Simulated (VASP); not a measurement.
# Li3Os5 (R-3m) in VASP: a series of runs

The runs below take Li3Os5 through single point, with LDA.

All numbers are computed with VASP 6.6.1; they aren't measurements. Logs are shortened: lines on timing, memory, paths and dates and some standing lists are left out, and cuts for length are marked.

## 1. The cell of the first run

Symmetry: R-3m, No. 166, trigonal system. The conventional cell has a = 5.270 Å, b = 5.270 Å, c = 12.908 Å, α = 90.00°, β = 90.00°, γ = 120.00°. Os (site symmetry 2/m) has 8 Os at 2.63 Å and 4 Li at 2.63 Å within 3.5 Å. Within 3.5 Å of Os (site symmetry -3m) lie 6 Os at 2.63 Å and 6 Li at 2.63 Å. Within 3.5 Å of Os (site symmetry -3m) lie 6 Os at 2.63 Å and 6 Li at 2.63 Å. Li (site symmetry 2/m) has 8 Os at 2.63 Å and 4 Li at 2.63 Å within 3.5 Å.

## 2. Single point, LDA

Contents of INCAR:

```
PREC = Accurate
ENCUT = 750
EDIFF = 1E-6
ISMEAR = -1
SIGMA = 0.05
LREAL = F
LASPH = T
NELM = 120
ALGO = Normal
ISIF = 2
LWAVE = F
LCHARG = F
NBANDS = 34
GGA_COMPAT = F
```

Contents of KPOINTS:

```
regular mesh
0
Gamma
  5 5 5
```

Contents of POSCAR:

```
Li3Os5
1.0
    0.0000000000      3.7263279385      3.7263279385
    3.7263279385      0.0000000000      3.7263279385
    3.7263279385      3.7263279385      0.0000000000
Os Li
5 3
Direct
    0.0000000000      0.0000000000      0.0000000000
    0.0000000000      0.0000000000      0.5000000000
    0.0000000000      0.5000000000      0.0000000000
    0.5000000000      0.0000000000      0.0000000000
    0.5000000000      0.0000000000      0.5000000000
    0.0000000000      0.5000000000      0.5000000000
    0.5000000000      0.5000000000      0.0000000000
    0.5000000000      0.5000000000      0.5000000000
```

Potentials or basis: VASP PAW LDA potentials, release 64 (Os, Li_sv).

The run is started by

```bash
cat potpaw_LDA.64/Os/POTCAR potpaw_LDA.64/Li_sv/POTCAR > POTCAR
mpirun -np 1 vasp_std > vasp.out
```

OUTCAR:

```text
PREC = Accurate
   ENCUT = 750
   EDIFF = 1E-6
   ISMEAR = -1
   LREAL = F
   LASPH = T
   NELM = 120
   ISIF = 2

 ion  position               nearest neighbor table
   1  0.000  0.000  0.000-   2 2.63   3 2.63   4 2.63   2 2.63   5 2.63   6 2.63   3 2.63   6 2.63
                             7 2.63   4 2.63   5 2.63   7 2.63
   2  0.000  0.000  0.500-   1 2.63   5 2.63   6 2.63   1 2.63   3 2.63   4 2.63   3 2.63   6 2.63
                             8 2.63   4 2.63   5 2.63   8 2.63
   3  0.000  0.500  0.000-   1 2.63   6 2.63   7 2.63   2 2.63   6 2.63   8 2.63   1 2.63   2 2.63
                             4 2.63   4 2.63   7 2.63   8 2.63
   4  0.500  0.000  0.000-   1 2.63   5 2.63   7 2.63   2 2.63   5 2.63   8 2.63   3 2.63   7 2.63
                             8 2.63   1 2.63   2 2.63   3 2.63
   5  0.500  0.000  0.500-   2 2.63   4 2.63   8 2.63   1 2.63   4 2.63   7 2.63   6 2.63   7 2.63
                             8 2.63   1 2.63   2 2.63   6 2.63
   6  0.000  0.500  0.500-   2 2.63   3 2.63   1 2.63   3 2.63   1 2.63   2 2.63   5 2.63   5 2.63

   7  0.500  0.500  0.000-   3 2.63   4 2.63   5 2.63   1 2.63   4 2.63   5 2.63   1 2.63   3 2.63

   8  0.500  0.500  0.500-   5 2.63   3 2.63   4 2.63   2 2.63   4 2.63   5 2.63   2 2.63   3 2.63

  LATTYP: Found a face centered cubic cell.
 ALAT       =     7.4526558770

  Lattice vectors:

 A1 = (   0.0000000000,   3.7263279385,   3.7263279385)
 A2 = (   3.7263279385,   0.0000000000,   3.7263279385)
 A3 = (   3.7263279385,   3.7263279385,   0.0000000000)

Analysis of symmetry for initial positions (statically):
=====================================================================
 Subroutine PRICEL returns:
 Original cell was already a primitive cell.

 Routine SETGRP: Setting up the symmetry group for a
 face centered cubic supercell.

 Subroutine GETGRP returns: Found 12 space group operations
 (whereof  4 operations were pure point group operations)
 out of a pool of 48 trial point group operations.

The static configuration has the point symmetry C_2h.
 The point group associated with its full space group is D_3d.

Analysis of symmetry for dynamics (positions and initial velocities):
=====================================================================
 Subroutine PRICEL returns:
 Original cell was already a primitive cell.

 Routine SETGRP: Setting up the symmetry group for a
 face centered cubic supercell.

 Subroutine GETGRP returns: Found 12 space group operations
 (whereof  4 operations were pure point group operations)
 out of a pool of 48 trial point group operations.

The dynamic configuration has the point symmetry C_2h.
 The point group associated with its full space group is D_3d.

 Subroutine INISYM returns: Found 12 space group operations
 (whereof  4 operations are pure point group operations),
 and found     1 'primitive' translations

----------------------------------------------------------------------------------------

                                     Primitive cell

  volume of cell :     103.4840

  direct lattice vectors                    reciprocal lattice vectors
     0.000000000  3.726327938  3.726327938    -0.134180353  0.134180353  0.134180353
     3.726327938  0.000000000  3.726327938     0.134180353 -0.134180353  0.134180353
     3.726327938  3.726327938  0.000000000     0.134180353  0.134180353 -0.134180353

  length of vectors
     5.269823508  5.269823508  5.269823508     0.232407190  0.232407190  0.232407190

  position of ions in fractional coordinates (direct lattice)
     0.000000000  0.000000000  0.000000000
     0.000000000  0.000000000  0.500000000
     0.000000000  0.500000000  0.000000000
     0.500000000  0.000000000  0.000000000
     0.500000000  0.000000000  0.500000000
     0.000000000  0.500000000  0.500000000
     0.500000000  0.500000000  0.000000000
     0.500000000  0.500000000  0.500000000

  ion indices of the primitive-cell ions
   primitive index   ion index
                 1           1
                 2           2
                 3           3
                 4           4
                 5           5
                 6           6
                 7           7
                 8           8

----------------------------------------------------------------------------------------

 KPOINTS: regular mesh

Automatic generation of k-mesh.
 Grid dimensions read from file:
 generate k-points for:    5    5    5

 Generating k-lattice:

  Cartesian coordinates                     Fractional coordinates (reciprocal lattice)
    -0.026836071  0.026836071  0.026836071     0.200000000  0.000000000  0.000000000
     0.026836071 -0.026836071  0.026836071     0.000000000  0.200000000  0.000000000
     0.026836071  0.026836071 -0.026836071     0.000000000  0.000000000  0.200000000

  Length of vectors
     0.046481438  0.046481438  0.046481438

  Shift w.r.t. Gamma in fractional coordinates (k-lattice)
     0.000000000  0.000000000  0.000000000

 Subroutine IBZKPT returns following result:
 ===========================================

 Found     19 irreducible k-points:

 Following reciprocal coordinates:
            Coordinates               Weight
  0.000000  0.000000  0.000000      1.000000
  0.200000  0.000000  0.000000      6.000000
  0.000000  0.200000  0.000000      2.000000
  0.400000  0.000000  0.000000      6.000000
  0.000000  0.400000  0.000000      2.000000
  0.200000  0.200000  0.000000      6.000000
[... 11 lines left out ...]
 -0.400000  0.400000  0.200000     12.000000
  0.200000 -0.400000  0.400000     12.000000
   k-points           NKPTS =     19   k-points in BZ     NKDIM =     19   number of bands    NBANDS=     34
   number of dos      NEDOS =    301   number of ions     NIONS =      8
   total plane-waves  NPLWV = 110592
   dimension x,y,z NGX =    48 NGY =   48 NGZ =   48
   dimension x,y,z NGXF=    96 NGYF=   96 NGZF=   96
   ions per type =               5   3
   NGX,Y,Z   is equivalent  to a cutoff of  15.14, 15.14, 15.14 a.u.
   NGXF,Y,Z  is equivalent  to a cutoff of  30.28, 30.28, 30.28 a.u.
 SYSTEM =  unknown system
   PREC   = accura    normal or accurate (medium, high low for compatibility)
   ISTART =      0    job   : 0-new  1-cont  2-samecut
   ICHARG =      2    charge: 1-file 2-atom 10-const
   ISPIN  =      1    spin polarized calculation?
   LNONCOLLINEAR =      F non collinear calculations
   LSORBIT =      F    spin-orbit coupling
   LASPH  =      T    aspherical Exc in radial PAW
   ENCUT  =  750.0 eV  55.12 Ry    7.42 a.u.  11.77 11.77 11.77*2*pi/ulx,y,z
   NELM   =    120;   NELMIN=  2; NELMDL= -5     # of ELM steps
   EDIFF  = 0.1E-05   stopping-criterion for ELM
   LREAL  =      F    real-space projection
[... 7 lines left out ...]
   TEBEG  =    0.0;   TEEND  =   0.0 temperature during run
   PSTRESS=    0.0 pullay stress
   NELECT =      49.0000    total number of electrons
   NUPDOWN=      -1.0000    fix difference up-down
   EMIN   =  10.00;   EMAX   =-10.00  energy-range for DOS
   EFERMI =   0.00;   METHOD = LEGACY
   ISMEAR =    -1;   SIGMA  =   0.05  broadening in eV -4-tet -1-fermi 0-gaus
   EFERMI_NEDOS =   21; number of points for ismear=-14 and -15
   IALGO  =     38    algorithm
   IMIX   =      4    mixing-type and parameters
     AMIX     =   0.40;   BMIX     =  1.00
     AMIX_MAG =   1.60;   BMIX_MAG =  1.00
  volume/ion in A,a.u.               =      12.94        87.29
  Fermi-wavevector in a.u.,A,eV,Ry     =   1.275995  2.411282 22.152521  1.628164
  Thomas-Fermi vector in A             =   2.408676
   LORBIT       =      0    0 simple, 1 ext, 2 COOP (PROOUT), +10 PAW based schemes
   GGA     = CA    functional components
   LHFCALC =     F    Hartree Fock is set to
   AEXX    =    0.0000 exact exchange contribution
   IVDW    =     0    specifies the selected vdW correction
   LEPSILON=     F    determine dielectric tensor
   LRPA    =     F    only Hartree local field effects (RPA)
 non-spin polarized calculation
  energy-cutoff  :      750.00
  volume of cell :      103.48
 maximum number of plane-waves:      4909
   NGX = 23   NGY = 23   NGZ = 23

 number of electron      48.9999993 magnetization

 Free energy of the ion-electron system (eV)
  ---------------------------------------------------
  ext. energy  EPLUGINS =         0.00000000
  ---------------------------------------------------
  free energy    TOTEN  =       -66.44146241 eV

  energy without entropy =      -66.37168922  energy(sigma->0) =      -66.40657582

 E-fermi :   6.6270     XC(G=0): -12.5241

 val. band max:        6.6111963950   @ k =   0.0000  -0.4000   0.2000
 cond. band min:       6.6402407122   @ k =  -0.4000   0.4000   0.0000
 fundamental gap:      0.0290443172
 Fermi energy:         6.6269874018

 k-point     1 :       0.0000    0.0000    0.0000
  band No.  band energies     occupation
      1     -37.0783      2.00000
      2     -37.0221      2.00000
      3     -37.0221      2.00000
      4      -2.6800      2.00000
      5      -0.4890      2.00000
      6      -0.0393      2.00000
[... 26 lines left out ...]
     33       9.9995      0.00000
     34      10.0028      0.00000

 k-point     2 :       0.2000    0.0000    0.0000
  band No.  band energies     occupation
      1     -37.0733      2.00000
      2     -37.0266      2.00000
      3     -37.0219      2.00000
      4      -2.2461      2.00000
      5      -0.1812      2.00000
      6       0.2605      2.00000
[... 26 lines left out ...]
     33      10.1550      0.00000
     34      10.6263      0.00000

 k-point     3 :       0.0000    0.2000    0.0000
  band No.  band energies     occupation
      1     -37.0774      2.00000
      2     -37.0218      2.00000
      3     -37.0218      2.00000
      4      -2.3806      2.00000
      5      -0.3375      2.00000
      6       0.0357      2.00000
[... 26 lines left out ...]
     33      10.1130      0.00000
     34      10.1130      0.00000

 k-point     4 :       0.4000    0.0000    0.0000
  band No.  band energies     occupation
      1     -37.0616      2.00000
      2     -37.0373      2.00000
      3     -37.0215      2.00000
      4      -1.3197      2.00000
      5       0.2826      2.00000
      6       1.2633      2.00000
[... 26 lines left out ...]
     33      10.1445      0.00000
     34      11.6404      0.00000

 k-point     5 :       0.0000    0.4000    0.0000
  band No.  band energies     occupation
      1     -37.0761      2.00000
      2     -37.0212      2.00000
      3     -37.0212      2.00000
      4      -1.8786      2.00000
      5      -0.0199      2.00000
      6       0.1311      2.00000
[... 436 lines left out ...]
 k-point    17 :       0.4000    0.0000   -0.4000
  band No.  band energies     occupation
      1     -37.0540      2.00000
      2     -37.0433      2.00000
      3     -37.0215      2.00000
      4      -0.1296      2.00000
      5       0.6775      2.00000
      6       1.1740      2.00000
[... 26 lines left out ...]
     33      11.1404      0.00000
     34      12.0599      0.00000

 k-point    18 :      -0.4000    0.4000    0.2000
  band No.  band energies     occupation
      1     -37.0543      2.00000
      2     -37.0433      2.00000
      3     -37.0215      2.00000
      4      -0.3369      2.00000
      5       0.6265      2.00000
      6       1.3130      2.00000
[... 26 lines left out ...]
     33      11.2716      0.00000
     34      12.0993      0.00000

 k-point    19 :       0.2000   -0.4000    0.4000
  band No.  band energies     occupation
      1     -37.0632      2.00000
      2     -37.0340      2.00000
      3     -37.0213      2.00000
      4      -0.6458      2.00000
      5       0.5089      2.00000
      6       0.8132      2.00000
[... 26 lines left out ...]
     33      11.4615      0.00000
     34      12.0966      0.00000

------------------------ aborting loop because EDIFF is reached ----------------------------------------

  FORCE on cell =-STRESS in cart. coord.  units (eV):
  Direction    XX          YY          ZZ          XY          YZ          ZX
  --------------------------------------------------------------------------------------
  -------------------------------------------------------------------------------------
  Total        0.2202595      0.2202595      0.2202595     -0.2869463     -0.2869463      0.2869463
  in kB        3.4101388      3.4101388      3.4101388     -4.4426074     -4.4426074      4.4426074
  external PRESSURE =       3.4101388 kB  Pullay stress =       0.0000000 kB

 VOLUME and BASIS-vectors are now :
 -----------------------------------------------------------------------------
  energy-cutoff  :      750.00
  volume of cell :      103.48
      direct lattice vectors                 reciprocal lattice vectors
     0.000000000  3.726327938  3.726327938    -0.134180353  0.134180353  0.134180353
     3.726327938  0.000000000  3.726327938     0.134180353 -0.134180353  0.134180353
     3.726327938  3.726327938  0.000000000     0.134180353  0.134180353 -0.134180353

 POSITION                                       TOTAL-FORCE (eV/Angst)
 -----------------------------------------------------------------------------------
      0.00000      0.00000      0.00000         0.000000     -0.000000     -0.000000
      1.86316      1.86316      0.00000         0.000000     -0.000000     -0.000000
      1.86316      0.00000      1.86316         0.000000      0.000000      0.000000
      0.00000      1.86316      1.86316         0.000000     -0.000000      0.000000
      1.86316      3.72633      1.86316         0.000000     -0.000000      0.000000
      3.72633      1.86316      1.86316         0.000000     -0.000000      0.000000
      1.86316      1.86316      3.72633         0.000000      0.000000      0.000000
      3.72633      3.72633      3.72633        -0.000000     -0.000000     -0.000000
 -----------------------------------------------------------------------------------
    total drift:                                0.000000      0.000000      0.000000

  FREE ENERGIE OF THE ION-ELECTRON SYSTEM (eV)
  ---------------------------------------------------
  free  energy   TOTEN  =       -66.4414624120 eV

  energy  without entropy=      -66.3716892190  energy(sigma->0) =      -66.40657582
```

It took 1.8 min on 1 thread of Intel Xeon 6975P-C (Granite Rapids), shared host; peak memory 0.31 GiB.

Results:

* Free energy: -66.4415 eV
* Pressure: 0.3 GPa
* Band gap on the k mesh: zero (an odd number of electrons rules out a gap without spin polarisation)

Stress tensor (GPa, compression positive):
```
 0.34 -0.44  0.44
-0.44  0.34 -0.44
 0.44 -0.44  0.34
```

Levels at points of the mesh, in eV from the Fermi level:
```csv
k point,band 20,band 21,band 22,band 23,band 24,band 25,band 26,band 27,band 28,band 29
"(0.00, 0.00, 0.00)",0.15,0.19,0.19,0.21,0.26,0.26,0.27,1.25,1.25,2.68
```

Caveat: spin-orbit coupling is left out, which moves the levels of the heavy elements.

## 3. Single point, LDA

Contents of INCAR:

```
SYSTEM = Li3Os5
PREC = Accurate ; ENCUT = 750
EDIFF = 1E-6 ; ISMEAR = -1
SIGMA = 0.05 ; LREAL = .FALSE.
LASPH = .TRUE. ; NELM = 120
ALGO = Normal ; ISIF = 2
LWAVE = .FALSE. ; LCHARG = .FALSE.
GGA = CA ; NBANDS = 34
GGA_COMPAT = .FALSE.
```

Contents of KPOINTS:

```
Automatic mesh
0
G
  5 5 5
  0 0 0
```

Contents of POSCAR:

```
Li3Os5
1.0
    0.0000000000      3.7263279228      3.7263279228
    3.7263279228      0.0000000000      3.7263279228
    3.7263279228      3.7263279228      0.0000000000
Os Li
5 3
Direct
    0.0000000000      0.0000000000      0.0000000000
    0.0000000000      0.5000000000      0.5000000000
    0.5000000000      0.0000000000      0.5000000000
    0.5000000000      0.5000000000      0.0000000000
    0.5000000000      0.5000000000      0.5000000000
    0.0000000000      0.0000000000      0.5000000000
    0.0000000000      0.5000000000      0.0000000000
    0.5000000000      0.0000000000      0.0000000000
```

Potentials or basis: VASP PAW LDA potentials, release 64 (Os, Li_sv).

The run is started by

```bash
cat potpaw_LDA.64/Os/POTCAR potpaw_LDA.64/Li_sv/POTCAR > POTCAR
mpirun -np 1 vasp_std > vasp.out
```

Run time: 85 s. Hardware: 1 thread of Intel Xeon 6975P-C (Granite Rapids), shared host; peak memory 0.31 GiB.

It converged, with:

```yaml
Free_energy: -66.4415 eV
Pressure: 0.3 GPa
Band_gap_on_the_k_mesh: zero (an odd number of electrons rules out a gap without spin polarisation)
```

Stress tensor (GPa, compression positive):
```
0.34 0.44 0.44
0.44 0.34 0.44
0.44 0.44 0.34
```

Levels at points of the mesh, in eV from the Fermi level:
```csv
k point,band 22,band 23,band 24,band 25,band 26,band 27
"(0.00, 0.00, 0.00)",0.19,0.21,0.26,0.26,0.27,1.25
```

Caveat: spin-orbit coupling is left out, which moves the levels of the heavy elements.

The gap in the log of VASP goes by the Fermi energy; the results here count the filled bands.